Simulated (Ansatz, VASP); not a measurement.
TlBTe2: VASP beside Ansatz

```
CELL_PARAMETERS angstrom
3.97415 0.00000 0.00000
-1.98708 3.44172 0.00000
0.00000 0.00000 8.88578
ATOMIC_POSITIONS crystal
Tl 0.33333 0.66667 0.50000
B 0.00000 0.00000 0.50000
Te 0.33333 0.66667 0.81359
Te 0.33333 0.66667 0.18641
```

Alike in both runs: task single point; functional PBE; k mesh 6 × 6 × 2; occupations gaussian, width 0.1 eV; no spin polarisation.

|  | VASP | Ansatz |
| --- | --- | --- |
| version | VASP 6.6.1 | Ansatz 0.2.0 |
| potentials or method | VASP PAW PBE potentials, release 64 (Tl_d, B, Te), cutoff 500 eV | scalar-relativistic, plane waves, PAW |
| valence electrons in the cell | 28 | 48 |

VASP gave:

* gap on the k mesh at the Fermi level (eV): none
* pressure (GPa): 0.5
* traceless stress, the component that is largest in VASP (GPa): 5.03
* rms of the force components (eV/Å): 0.651

Task: Estimate Ansatz's values.

Result: gap on the k mesh at the Fermi level (eV): none; pressure (GPa): 0.5; traceless stress, the component that is largest in VASP (GPa): 5.05; rms of the force components (eV/Å): 0.651.

Atom by atom the forces differ by 0.001 eV/Å (rms over components). A gap of «none» marks a metal or a gap that the smearing closes. VASP's potentials hold 28 valence electrons a cell and Ansatz's 48, so a difference there can come from the potentials and not from the codes.

Spin-orbit coupling is off throughout.
